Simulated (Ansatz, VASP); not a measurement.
## Two plane-wave programs on C

INCAR

```
SYSTEM = C
PREC = Accurate ; ENCUT = 600
EDIFF = 1E-7 ; ISMEAR = 0
SIGMA = 0.1 ; LREAL = .False.
LASPH = .True. ; NELM = 100
ALGO = Normal ; ISIF = 3
LWAVE = .False. ; LCHARG = .False.
GGA = PE ; IBRION = 2
NSW = 90 ; EDIFFG = -0.04
```

The input KPOINTS:

```
Automatic mesh
0
Gamma
  6 6 6
  0 0 0
```

File POSCAR:

```
C
1.0
    2.5779557300      0.0000000000      0.0000000000
   -1.2889778600      2.2325751500      0.0000000000
    0.0000000000      0.0000000000      2.7274524800
C
3
Direct
    0.1228520300      0.8771479700      0.6666666700
    0.1228520300      0.2457040600      0.3333333300
    0.7542959400      0.8771479700      0.0000000000
```

Input for Ansatz:

```yaml
crystal:
  lattice:
    - [2.57795573, 0.0, 0.0]
    - [-1.28897786, 2.23257515, 0.0]
    - [0.0, 0.0, 2.72745248]
  atoms:
    - { symbol: C, position: [0.12285203, 0.87714797, 0.66666667] }
    - { symbol: C, position: [0.12285203, 0.24570406, 0.33333333] }
    - { symbol: C, position: [0.75429594, 0.87714797, 0.0] }
basis:
  ecutwfc: 420
kpoints:
  mp_grid: { grid: [6, 6, 6] }
hamiltonian:
  xc: pbe
scf:
  occupations: { method: gaussian, width: 0.1 }
  lower_state_search: "off"
output:
  forces: true
  stress: true
  eigenvalues: true
relax:
  adjacent_minimum: "off"
  f_tol: 0.04
  max_steps: 70
  cell: { stress_tol: 0.4 }
```

Alike in both runs: task relaxation of cell and atoms; functional PBE; k mesh 6 × 6 × 6; occupations gaussian, width 0.1 eV; no spin polarisation.

```csv
,VASP,Ansatz
version,VASP 6.6.1,Ansatz 0.2.0
potentials or method,"VASP PAW PBE potentials, release 64 (C), cutoff 600 eV","scalar-relativistic, plane waves, PAW"
valence electrons in the cell,12,12
```

```csv
,VASP,Ansatz,Ansatz less VASP
relaxed volume (Å³/atom),12.31,5.49,-6.825
relaxed cell length with the largest relative difference (Å),3.815,2.800,-1.0153
```

One of these differences is far larger than is usual between the two programs; its cause wasn't traced.

The k mesh is coarse, so the values compare programs but aren't converged. Noted on VASP's run: the volume moved by over 15 % at a fixed basis, so the end points are rough.
